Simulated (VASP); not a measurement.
# LaBi2As3 in VASP: single point with PBEsol

Aim: the single point of LaBi2As3 with PBEsol.

Program: VASP 6.6.1. These are calculated values, not measurements. Logs are shortened: lines on timing, memory, paths and dates and some standing lists are left out, and cuts for length are marked.

## (1) The cell of the first run

The typed cell holds 6 atoms: a = 5.213 Å, b = 5.215 Å, c = 6.227 Å, α = 89.98°, β = 90.00°, γ = 119.99°.

## (2) Single point, PBEsol

The input, INCAR:

```
SYSTEM = LaBi2As3
PREC = Accurate ; ENCUT = 520
EDIFF = 1E-6 ; ISMEAR = -1
SIGMA = 0.05 ; LREAL = .FALSE.
LASPH = .TRUE. ; NELM = 80
ALGO = Normal ; ISIF = 2
LWAVE = .FALSE. ; LCHARG = .FALSE.
GGA = PS ; NBANDS = 37
```

The input, KPOINTS:

```
regular mesh
0
G
  6 6 4
  0 0 0
```

The input, POSCAR:

```
LaBi2As3
1.0
    5.2130898865     -0.0002746002      0.0009913780
   -2.6067826564      4.5170570138      0.0016631156
   -0.0009247619     -0.0008464079      6.2270307625
La Bi As
1 2 3
Direct
    0.3362672202      0.6677572460      0.5446408204
    0.0030251867      0.0012176650      0.8662108813
    0.6694836339      0.3342739217      0.2230461963
    0.0030831486      0.0012963661      0.3941136142
    0.6694989475      0.3341994401      0.6951390036
    0.3362759647      0.6677152431      1.0446453718
```

Potentials or basis: VASP PAW PBE potentials, release 64 (La, Bi_d, As).

Command:

```console
> cat potpaw_PBE.64/La/POTCAR potpaw_PBE.64/Bi_d/POTCAR potpaw_PBE.64/As/POTCAR > POTCAR
> mpirun -np 1 vasp_std > vasp.out
```

OUTCAR:

```text
SYSTEM = LaBi2As3
   PREC = Accurate
   ENCUT = 520
   EDIFF = 1E-6
   ISMEAR = -1
   LREAL = .FALSE.
   LASPH = .TRUE.
   NELM = 80
   ISIF = 2
   GGA = PS

 ion  position               nearest neighbor table
   1  0.336  0.668  0.545-   6 3.11   6 3.11   5 3.15   4 3.15   4 3.15   5 3.15   5 3.15   4 3.15
                             3 3.62   2 3.62   2 3.62   3 3.62   2 3.62   3 3.62
   2  0.003  0.001  0.866-   4 2.94   5 3.19   5 3.19   5 3.20   6 3.21   6 3.21   6 3.21   4 3.29
                             1 3.62   1 3.62   1 3.62   3 3.74   3 3.74   3 3.74
   3  0.669  0.334  0.223-   5 2.94   4 3.19   4 3.19   4 3.20   6 3.21   6 3.21   6 3.21   5 3.29
                             1 3.62   1 3.62   1 3.62   2 3.74   2 3.74   2 3.74
   4  0.003  0.001  0.394-   2 2.94   1 3.15   1 3.15   1 3.15   3 3.19   3 3.19   3 3.20   2 3.29

   5  0.669  0.334  0.695-   3 2.94   1 3.15   1 3.15   1 3.15   2 3.19   2 3.19   2 3.20   3 3.29

   6  0.336  0.668  0.045-   1 3.11   1 3.11   3 3.21   2 3.21   3 3.21   2 3.21   2 3.21   3 3.21

  LATTYP: Found a triclinic cell.
 ALAT       =     5.2148027571
 B/A-ratio  =     0.9996715563
 C/A-ratio  =     1.1941066956
 COS(alpha) =     0.0000416704
 COS(beta)  =     0.0003170770
 COS(gamma) =     0.4997446468

  Lattice vectors:

 A1 = (  -2.6063072301,  -4.5167824136,  -0.0026544936)
 A2 = (  -5.2130898865,   0.0002746002,  -0.0009913780)
 A3 = (   0.0009247619,   0.0008464079,  -6.2270307625)

Analysis of symmetry for initial positions (statically):
=====================================================================
 Subroutine PRICEL returns:
 Original cell was already a primitive cell.

 Routine SETGRP: Setting up the symmetry group for a
 triclinic supercell.

 Subroutine GETGRP returns: Found  1 space group operations
 (whereof  1 operations were pure point group operations)
 out of a pool of  2 trial point group operations.

The static configuration has the point symmetry C_1 .

Analysis of symmetry for dynamics (positions and initial velocities):
=====================================================================
 Subroutine PRICEL returns:
 Original cell was already a primitive cell.

 Routine SETGRP: Setting up the symmetry group for a
 triclinic supercell.

 Subroutine GETGRP returns: Found  1 space group operations
 (whereof  1 operations were pure point group operations)
 out of a pool of  2 trial point group operations.

The dynamic configuration has the point symmetry C_1 .

 Subroutine INISYM returns: Found  1 space group operations
 (whereof  1 operations are pure point group operations),
 and found     1 'primitive' translations

----------------------------------------------------------------------------------------

                                     Primitive cell

  volume of cell :     146.6286

  direct lattice vectors                    reciprocal lattice vectors
     5.213089886 -0.000274600  0.000991378     0.191830638  0.110704980  0.000043536
    -2.606782656  4.517057014  0.001663116     0.000011656  0.221389797  0.000030094
    -0.000924762 -0.000846408  6.227030763    -0.000030544 -0.000076754  0.160590166

  length of vectors
     5.213089988  5.215277811  6.227030889     0.221482704  0.221389799  0.160590188

  position of ions in fractional coordinates (direct lattice)
     0.336267220  0.667757246  0.544640820
     0.003025187  0.001217665  0.866210881
     0.669483634  0.334273922  0.223046196
     0.003083149  0.001296366  0.394113614
     0.669498948  0.334199440  0.695139004
     0.336275965  0.667715243  0.044645372

  ion indices of the primitive-cell ions
   primitive index   ion index
                 1           1
                 2           2
                 3           3
                 4           4
                 5           5
                 6           6

----------------------------------------------------------------------------------------

 KPOINTS: regular mesh

Automatic generation of k-mesh.
 Grid dimensions read from file:
 generate k-points for:    6    6    4

 Generating k-lattice:

  Cartesian coordinates                     Fractional coordinates (reciprocal lattice)
     0.031971773  0.018450830  0.000007256     0.166666667  0.000000000  0.000000000
     0.000001943  0.036898299  0.000005016     0.000000000  0.166666667  0.000000000
    -0.000007636 -0.000019188  0.040147542     0.000000000 -0.000000000  0.250000000

  Length of vectors
     0.036913784  0.036898300  0.040147547

  Shift w.r.t. Gamma in fractional coordinates (k-lattice)
     0.000000000  0.000000000  0.000000000

 Subroutine IBZKPT returns following result:
 ===========================================

 Found     76 irreducible k-points:

 Following reciprocal coordinates:
            Coordinates               Weight
  0.000000  0.000000  0.000000      1.000000
  0.166667  0.000000  0.000000      2.000000
  0.333333  0.000000  0.000000      2.000000
  0.500000  0.000000  0.000000      1.000000
 -0.000000  0.166667  0.000000      2.000000
  0.166667  0.166667  0.000000      2.000000
[... 16 lines left out ...]
  0.333333  0.000000  0.250000      2.000000
  0.500000  0.000000  0.250000      2.000000
 [... further k-points ...]
   k-points           NKPTS =     76   k-points in BZ     NKDIM =     76   number of bands    NBANDS=     37
   number of dos      NEDOS =    301   number of ions     NIONS =      6
   total plane-waves  NPLWV =  76800
   dimension x,y,z NGX =    40 NGY =   40 NGZ =   48
   dimension x,y,z NGXF=    80 NGYF=   80 NGZF=   96
   ions per type =               1   2   3
   NGX,Y,Z   is equivalent  to a cutoff of  12.76, 12.75, 12.81 a.u.
   NGXF,Y,Z  is equivalent  to a cutoff of  25.51, 25.50, 25.63 a.u.
 SYSTEM =  LaBi2As3
   PREC   = accura    normal or accurate (medium, high low for compatibility)
   ISTART =      0    job   : 0-new  1-cont  2-samecut
   ICHARG =      2    charge: 1-file 2-atom 10-const
   ISPIN  =      1    spin polarized calculation?
   LNONCOLLINEAR =      F non collinear calculations
   LSORBIT =      F    spin-orbit coupling
   LASPH  =      T    aspherical Exc in radial PAW
   ENCUT  =  520.0 eV  38.22 Ry    6.18 a.u.   9.69  9.70 11.58*2*pi/ulx,y,z
   NELM   =     80;   NELMIN=  2; NELMDL= -5     # of ELM steps
   EDIFF  = 0.1E-05   stopping-criterion for ELM
   LREAL  =      F    real-space projection
   EDIFFG = 0.1E-04   stopping-criterion for IOM
   NSW    =      0    number of steps for IOM
   IBRION =     -1    ionic relax: 0-MD 1-quasi-New 2-CG
   NFREE  =      0    steps in history (QN), initial steepest desc. (CG)
   ISIF   =      2    stress and relaxation
   ISYM   =      2    0-nonsym 1-usesym 2-fastsym
   POTIM  = 0.5000    time-step for ionic-motion
   TEBEG  =    0.0;   TEEND  =   0.0 temperature during run
   PSTRESS=    0.0 pullay stress
   NELECT =      56.0000    total number of electrons
   NUPDOWN=      -1.0000    fix difference up-down
   EMIN   =  10.00;   EMAX   =-10.00  energy-range for DOS
   EFERMI =   0.00;   METHOD = LEGACY
   ISMEAR =    -1;   SIGMA  =   0.05  broadening in eV -4-tet -1-fermi 0-gaus
   EFERMI_NEDOS =   21; number of points for ismear=-14 and -15
   IALGO  =     38    algorithm
   IMIX   =      4    mixing-type and parameters
     AMIX     =   0.40;   BMIX     =  1.00
     AMIX_MAG =   1.60;   BMIX_MAG =  1.00
  volume/ion in A,a.u.               =      24.44       164.92
  Fermi-wavevector in a.u.,A,eV,Ry     =   1.187767  2.244554 19.194973  1.410791
  Thomas-Fermi vector in A             =   2.323911
   LORBIT       =      0    0 simple, 1 ext, 2 COOP (PROOUT), +10 PAW based schemes
   GGA     = PS    functional components
   LHFCALC =     F    Hartree Fock is set to
   AEXX    =    0.0000 exact exchange contribution
   IVDW    =     0    specifies the selected vdW correction
   LEPSILON=     F    determine dielectric tensor
   LRPA    =     F    only Hartree local field effects (RPA)
 non-spin polarized calculation
  energy-cutoff  :      520.00
  volume of cell :      146.63
 maximum number of plane-waves:      3990
   NGX = 19   NGY = 19   NGZ = 23

 number of electron      56.0000003 magnetization

 Free energy of the ion-electron system (eV)
  ---------------------------------------------------
  ext. energy  EPLUGINS =         0.00000000
  ---------------------------------------------------
  free energy    TOTEN  =       -31.31026113 eV

  energy without entropy =      -31.28934382  energy(sigma->0) =      -31.29980248

 E-fermi :   7.6880     XC(G=0): -10.6998

 val. band max:        7.6720890165   @ k =   0.5000   0.0000   0.0000
 cond. band min:       7.6936253676   @ k =   0.5000   0.0000   0.5000
 fundamental gap:      0.0215363511
 Fermi energy:         7.6880467952

 k-point     1 :       0.0000    0.0000    0.0000
  band No.  band energies     occupation
      1     -24.6117      2.00000
      2     -15.3274      2.00000
      3     -15.3272      2.00000
      4     -15.3087      2.00000
      5     -15.2988      2.00000
      6     -15.2986      2.00000
[... 29 lines left out ...]
     36      10.2771      0.00000
     37      10.4822      0.00000

 k-point     2 :       0.1667    0.0000    0.0000
  band No.  band energies     occupation
      1     -24.6107      2.00000
      2     -15.3272      2.00000
      3     -15.3245      2.00000
      4     -15.3077      2.00000
      5     -15.2998      2.00000
      6     -15.2967      2.00000
[... 29 lines left out ...]
     36      10.2773      0.00000
     37      10.4397      0.00000

 k-point     3 :       0.3333    0.0000    0.0000
  band No.  band energies     occupation
      1     -24.6087      2.00000
      2     -15.3273      2.00000
      3     -15.3158      2.00000
      4     -15.3078      2.00000
      5     -15.2980      2.00000
      6     -15.2919      2.00000
[... 29 lines left out ...]
     36      10.4202      0.00000
     37      10.4686      0.00000

 k-point     4 :       0.5000    0.0000    0.0000
  band No.  band energies     occupation
      1     -24.6077      2.00000
      2     -15.3273      2.00000
      3     -15.3092      2.00000
      4     -15.3064      2.00000
      5     -15.2945      2.00000
      6     -15.2916      2.00000
[... 29 lines left out ...]
     36      10.3985      0.00000
     37      10.4153      0.00000
[... 683 lines left out ...]
      1     -24.6106      2.00000
      2     -15.3267      2.00000
      3     -15.3250      2.00000
      4     -15.3063      2.00000
      5     -15.3000      2.00000
      6     -15.2978      2.00000
[... 29 lines left out ...]
     36      10.3035      0.00000
     37      10.3521      0.00000

 k-point    23 :       0.3333    0.0000    0.2500
  band No.  band energies     occupation
      1     -24.6086      2.00000
      2     -15.3258      2.00000
      3     -15.3151      2.00000
      4     -15.3050      2.00000
      5     -15.2989      2.00000
      6     -15.2929      2.00000
[... 29 lines left out ...]
     36      10.2908      0.00000
     37      10.3807      0.00000

 k-point    24 :       0.5000    0.0000    0.2500
  band No.  band energies     occupation
      1     -24.6076      2.00000
      2     -15.3262      2.00000
      3     -15.3089      2.00000
      4     -15.3054      2.00000
      5     -15.2936      2.00000
      6     -15.2908      2.00000
[... 29 lines left out ...]
     36      10.2979      0.00000
     37      10.4315      0.00000

 [... further k-points ...]

------------------------ aborting loop because EDIFF is reached ----------------------------------------

  FORCE on cell =-STRESS in cart. coord.  units (eV):
  Direction    XX          YY          ZZ          XY          YZ          ZX
  --------------------------------------------------------------------------------------
  -------------------------------------------------------------------------------------
  Total        0.1042662      0.0994683      0.0609535      0.0008284     -0.0011454     -0.0002539
  in kB        1.1392934      1.0868680      0.6660253      0.0090516     -0.0125155     -0.0027744
  external PRESSURE =       0.9640622 kB  Pullay stress =       0.0000000 kB

 VOLUME and BASIS-vectors are now :
 -----------------------------------------------------------------------------
  energy-cutoff  :      520.00
  volume of cell :      146.63
      direct lattice vectors                 reciprocal lattice vectors
     5.213089886 -0.000274600  0.000991378     0.191830638  0.110704980  0.000043536
    -2.606782656  4.517057014  0.001663116     0.000011656  0.221389797  0.000030094
    -0.000924762 -0.000846408  6.227030763    -0.000030544 -0.000076754  0.160590166

 POSITION                                       TOTAL-FORCE (eV/Angst)
 -----------------------------------------------------------------------------------
      0.01179      3.01574      3.39294         0.000208     -0.000053     -0.000399
      0.01180      0.00477      5.39393        -0.000741     -0.001129      0.009272
      2.61849      1.50956      1.39014         0.000706      0.001085     -0.008562
      0.01233      0.00552      2.45416        -0.000147     -0.001257     -0.005681
      2.61833      1.50883      4.32987        -0.000029      0.001219      0.005642
      0.01241      3.01598      0.27945         0.000004      0.000135     -0.000273
 -----------------------------------------------------------------------------------
    total drift:                               -0.000275     -0.000069      0.000432

  FREE ENERGIE OF THE ION-ELECTRON SYSTEM (eV)
  ---------------------------------------------------
  free  energy   TOTEN  =       -31.3102611331 eV

  energy  without entropy=      -31.2893438194  energy(sigma->0) =      -31.29980248
```

It took 6.9 min on 1 thread of Intel Xeon Platinum 8375C at 2.90GHz (Ice Lake), shared host; peak memory 0.56 GiB.

What came out:

| Property | Result |
| --- | --- |
| Free energy | -31.3103 eV |
| Pressure | 0.1 GPa |
| Largest force | 0.009 eV/Å |
| Band gap on the k mesh | zero (bands 28 and 29 overlap by 1.15 eV) |

Forces on the atoms (eV/Å):
```
La   0.000  0.000  0.000
Bi  -0.001 -0.001  0.009
Bi   0.001  0.001 -0.009
As   0.000 -0.001 -0.006
As   0.000  0.001  0.006
As   0.000  0.000  0.000
```

Caveat: the PAW data sets were made with another functional, which shifts forces and pressure a little; spin-orbit coupling is left out, which moves the levels of the heavy elements.
